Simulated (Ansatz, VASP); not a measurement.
# Two plane-wave programs on TaN

The input INCAR:

```
SYSTEM = TaN
PREC     = Accurate       ! precision mode
ENCUT    = 520            ! plane-wave cutoff, eV
EDIFF    = 1E-6           ! SCF threshold, eV
ISMEAR   = -1             ! smearing method
SIGMA    = 0.05           ! smearing width, eV
LREAL    = .False.        ! projectors in reciprocal space
LASPH    = .True.         ! aspherical terms in the spheres
NELM     = 80             ! most SCF steps
ALGO     = Normal         ! electronic algorithm
ISIF     = 2              ! what is computed and relaxed
LWAVE    = .False.        ! write WAVECAR
LCHARG   = .False.        ! write CHGCAR
NBANDS   = 15             ! bands
```

The input KPOINTS:

```
Automatic mesh
0
Gamma
  15 15 15
  0 0 0
```

File POSCAR:

```
TaN
1.0
    0.0000000000      2.0833121648      2.0833121648
    2.0833121648      0.0000000000      2.0833121648
    2.0833121648      2.0833121648      0.0000000000
Ta N
1 1
Direct
    0.0000000000      0.0000000000      0.0000000000
    0.5000000000      0.5000000000      0.5000000000
```

Input for Ansatz:

```yaml
crystal:
  lattice:
    - [0.0, 2.0833121648, 2.0833121648]
    - [2.0833121648, 0.0, 2.0833121648]
    - [2.0833121648, 2.0833121648, 0.0]
  atoms:
    - { symbol: Ta, position: [0.0, 0.0, 0.0] }
    - { symbol: "N", position: [0.5, 0.5, 0.5] }
kpoints:
  mp_grid: { grid: [15, 15, 15] }
scf:
  occupations: { method: fermi_dirac, width: 0.05 }
hamiltonian:
  xc: lda
  pseudopotentials: { kind: paw }
output:
  forces: true
  stress: true
  eigenvalues: true
  populations: true
```

Change from the starting cell: volume scaled by 0.88, PAW files.

Alike in both runs: task single point; functional LDA; k mesh 15 × 15 × 15; occupations fermi-dirac, width 0.05 eV; no spin polarisation.

```csv
,VASP,Ansatz
version,VASP 6.6.1,Ansatz 0.2.0
potentials or method,"VASP PAW LDA potentials, release 64 (Ta_pv, N)","PAW with Ansatz's default frozen-core files, scalar-relativistic"
plane-wave cutoff (eV),520,420
valence electrons in the cell,16,18
```

Ansatz gave:

| Property | Result |
| --- | --- |
| pressure (GPa) | 63.6 |

Question: What did VASP give for the same quantities?

Answer: Pressure (GPa): 67.1.

LDA's correlation is that of Perdew and Zunger in VASP and of Perdew and Wang (1992) in Ansatz. Both programs put the cell under a high pressure, so it lies far from rest at this level. VASP's potentials hold 16 valence electrons a cell and Ansatz's 18, so a difference there can come from the potentials and not from the codes.

Spin-orbit coupling is off throughout. Noted on VASP's run: the cell as given lies far from equilibrium.
